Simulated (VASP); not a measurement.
Crystal: Hg3Pt.

```
Hg Pt
1.0
     4.34422    0.00000    0.00000
     0.00000    4.34422    0.00000
     0.00000    0.00000    4.34422
Hg Pt
3 1
Direct
  0.00000 0.50000 0.50000
  0.50000 0.00000 0.50000
  0.50000 0.50000 0.00000
  0.00000 0.00000 0.00000
```

- Program: VASP 6.6.1
- Task: relaxation of cell and atoms
- Functional: LDA
- Potentials or basis: VASP PAW LDA potentials, release 64 (Hg_sv_GW, Pt_sv_GW)
- Cutoff: 570 eV
- k mesh: 5 × 5 × 5
- Occupations: methfessel-paxton, width 0.15 eV
- Spin: no spin polarisation

At the start: pressure -10.7 GPa; volume 20.50 Å³/atom.

Problem. How do energy, volume and symmetry change on relaxing?

Solution. Over 4 steps the energy falls by 80.4 meV/atom and the volume is 18.38 Å³/atom (-10.3 %); space group Pm-3m (No. 221, to 0.1 Å) before and after.

The path:
```csv
step,energy change (eV),largest force (eV/Å),pressure (GPa),volume (Å³)
1,0.0000,0.0000,-10.74,81.99
2,0.0130,0.0000,17.59,66.74
3,-0.3215,0.0000,-0.25,73.68
4,-0.3216,0.0000,0.04,73.52
```

Final structure:
```
Hg Pt
1.0
     4.18920    0.00000    0.00000
     0.00000    4.18920    0.00000
     0.00000    0.00000    4.18920
Hg Pt
3 1
Direct
  0.00000 0.50000 0.50000
  0.50000 0.00000 0.50000
  0.50000 0.50000 0.00000
  0.00000 0.00000 0.00000
```
